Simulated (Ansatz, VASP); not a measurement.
Rb2As: VASP beside Ansatz

File INCAR:

```
ALGO = Normal
EDIFF = 1E-6
EDIFFG = -0.04
ENCUT = 600
GGA = PE
IBRION = 2
ISIF = 3
ISMEAR = 0
IVDW = 12
LASPH = T
LCHARG = F
LREAL = F
LWAVE = F
NELM = 100
NSW = 90
PREC = Accurate
SIGMA = 0.1
```

KPOINTS

```
k-points
0
Gamma
  4 4 4
```

The input POSCAR:

```
Rb2As
1.0
    7.1237106000      0.0000000000      0.0000000000
    0.0000000000      7.1237106000      0.0000000000
    0.0000000000      0.0000000000      7.0978350400
Rb As
2 1
Direct
    0.5000000000      0.5000000000      0.7282386100
    0.5000000000      0.5000000000      0.2717613900
    0.0000000000      0.0000000000      0.0000000000
```

Input for Ansatz:

```yaml
crystal:
  lattice:
    - [7.1237106, 0.0, 0.0]
    - [0.0, 7.1237106, 0.0]
    - [0.0, 0.0, 7.09783504]
  atoms:
    - { symbol: Rb, position: [0.5, 0.5, 0.72823861] }
    - { symbol: Rb, position: [0.5, 0.5, 0.27176139] }
    - { symbol: As, position: [0.0, 0.0, 0.0] }
basis:
  ecutwfc: 420
kpoints:
  mp_grid: { grid: [4, 4, 4] }
hamiltonian:
  xc: pbe
  dispersion: d3bj
scf:
  occupations: { method: gaussian, width: 0.1 }
  lower_state_search: "off"
output:
  forces: true
  stress: true
  eigenvalues: true
relax:
  adjacent_minimum: "off"
  f_tol: 0.04
  max_steps: 70
  cell: { stress_tol: 0.4 }
```

Alike in both runs: task relaxation of cell and atoms; functional PBE; dispersion D3(BJ); k mesh 4 × 4 × 4; occupations gaussian, width 0.1 eV; no spin polarisation.

```csv
,VASP,Ansatz
version,VASP 6.6.1,Ansatz 0.2.0
potentials or method,"VASP PAW PBE potentials, release 64 (Rb_sv, As), cutoff 600 eV","scalar-relativistic, plane waves, PAW"
valence electrons in the cell,23,33
```

```csv
,VASP,Ansatz,Ansatz less VASP
"gap on the k mesh at the Fermi level, each at its own relaxed structure (eV)",none,none,-
relaxed volume (Å³/atom),44.99,43.89,-1.101
relaxed length of the cell vector where the two differ most in proportion (Å),7.960,7.756,-0.2041
```

A gap of «none» marks a metal or a gap that the smearing closes. VASP's potentials hold 23 valence electrons a cell and Ansatz's 33, so a difference there can come from the potentials and not from the codes.

Noted on VASP's run: the volume moved by over 15 % at a fixed basis, so the end points are rough.
